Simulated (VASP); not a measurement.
**Mg: single point with PBE**

Mg:

```
Mg
1.0
     3.17721    0.00000    0.00000
    -1.58860    2.77934    0.00000
     0.00000    0.00000    5.21030
Mg
2
Direct
  0.66667 0.33333 0.75000
  0.33333 0.66667 0.25000
```

```yaml
Program: VASP 6.6.1
Task: single point
Functional: PBE
Potentials_or_basis: VASP PAW PBE potentials, release 64 (Mg)
Cutoff: 520 eV
k_mesh: 10 × 10 × 5
Occupations: fermi-dirac, width 0.05 eV
Spin: no spin polarisation
Dipole_correction: no
Further_INCAR_settings: ALGO = Normal; EDIFF = 1e-06; NBANDS = 9
```

```json
{
 "Pressure": "-0.1 GPa",
 "Largest force": "0.007 eV/Å",
 "Band gap on the k mesh": "zero (bands 2 and 3 overlap by 1.95 eV)"
}
```

Forces on the atoms (eV/Å):
```
Mg   0.000 -0.007  0.000
Mg   0.000  0.007  0.000
```

Stress tensor (GPa, compression positive):
```
-0.52  0.00  0.00
 0.00 -0.55  0.00
 0.00  0.00  0.66
```

Levels at points of the mesh, in eV from the Fermi level:
| k point | band 1 | band 2 | band 3 | band 4 | band 5 | band 6 | band 7 |
| --- | --- | --- | --- | --- | --- | --- | --- |
| (0.00, 0.00, 0.00) | -6.95 | -1.73 | -1.32 | 10.84 | 10.96 | 11.06 | 11.17 |
| (0.50, 0.00, 0.00) | -2.14 | -2.11 | 2.65 | 3.00 | 3.23 | 3.66 | 6.81 |
| (0.00, 0.50, 0.00) | -2.20 | -2.19 | 2.57 | 2.95 | 3.17 | 3.59 | 7.04 |

Wall time 14 s on 1 thread of Oxide Virtual Turin-like Processor, on a shared host, peak memory 0.14 GiB.
